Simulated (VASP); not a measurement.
Write the native input for VASP 6.6.1 that does the following.

```
Task                   : relaxation of cell and atoms
Functional             : r2SCAN
Potentials or basis    : VASP PAW PBE potentials, release 64 (Zn, N, Sn_d)
Cutoff                 : 600 eV
k mesh                 : 6 × 6 × 6
Occupations            : fermi-dirac, width 0.02 eV
Spin                   : no spin polarisation
Dipole correction      : no
Further INCAR settings : ALGO = Normal; EDIFF = 1e-06; IBRION = 2; EDIFFG = -0.005; NSW = 80; ISIF = 3
```

The system is ZnSnN2.

```xyz
4
Lattice="3.4137 0.0000 0.0000 0.0000 3.4137 0.0000 0.0000 0.0000 4.7642" Properties=species:S:1:pos:R:3 pbc="T T T"
Zn    0.0000    0.0000    0.0000
N     0.0000    1.7068    1.1639
N     1.7068    0.0000    3.6003
Sn    1.7068    1.7068    2.3821
```

The input as run:

POSCAR

```
ZnSnN2
1.0
    3.4136646627      0.0000000000      0.0000000000
    0.0000000000      3.4136646627      0.0000000000
    0.0000000000      0.0000000000      4.7642197789
Zn N Sn
1 2 1
Direct
    0.0000000000      0.0000000000      0.0000000000
    0.0000000000      0.5000000000      0.2443005681
    0.5000000000      0.0000000000      0.7556994319
    0.5000000000      0.5000000000      0.5000000000
```

INCAR.step1

```
PREC = Accurate
ENCUT = 600
ISMEAR = -1
SIGMA = 0.02
LREAL = F
LASPH = T
NELM = 80
GGA = PE
ALGO = Normal
EDIFF = 1E-4
LWAVE = T
LCHARG = F
```

INCAR.step2

```
PREC = Accurate
ENCUT = 600
EDIFF = 1E-6
ISMEAR = -1
SIGMA = 0.02
LREAL = F
LASPH = T
NELM = 80
ALGO = Normal
ISIF = 3
LWAVE = F
LCHARG = F
METAGGA = R2SCAN
LMIXTAU = T
IBRION = 2
NSW = 80
EDIFFG = -0.005
ISTART = 1
```

KPOINTS

```
regular mesh
0
Gamma
  6 6 6
```

Potentials or basis: VASP PAW PBE potentials, release 64 (Zn, N, Sn_d).

Launch:

```console
$ cat potpaw_PBE.64/Zn/POTCAR potpaw_PBE.64/N/POTCAR potpaw_PBE.64/Sn_d/POTCAR > POTCAR
$ cp INCAR.step1 INCAR
$ mpirun -np 1 vasp_std > vasp.out
$ cp INCAR.step2 INCAR
$ mpirun -np 1 vasp_std > vasp.out
```

Results of the run:

```
Relaxed volume                         : 13.49 Å³/atom
Relaxed cell                           : a = 3.384 Å, b = 3.384 Å, c = 4.711 Å, α = 90.00°, β = 90.00°, γ = 90.00°
Space group after relaxing (to 0.05 Å) : P-4m2 (No. 115)
Energy gained by relaxing              : 5.7 meV/atom
Ionic steps                            : 7
Pressure after relaxing                : 0.0 GPa
Band gap on the k mesh                 : 0.33 eV, direct
```

Caveat: the PAW data sets were made with another functional, which shifts forces and pressure a little; spin-orbit coupling is left out, which moves the levels of the heavy elements.

Wall time 26 min on 1 thread of Oxide Virtual Turin-like Processor, on a shared host, peak memory 0.2 GiB.
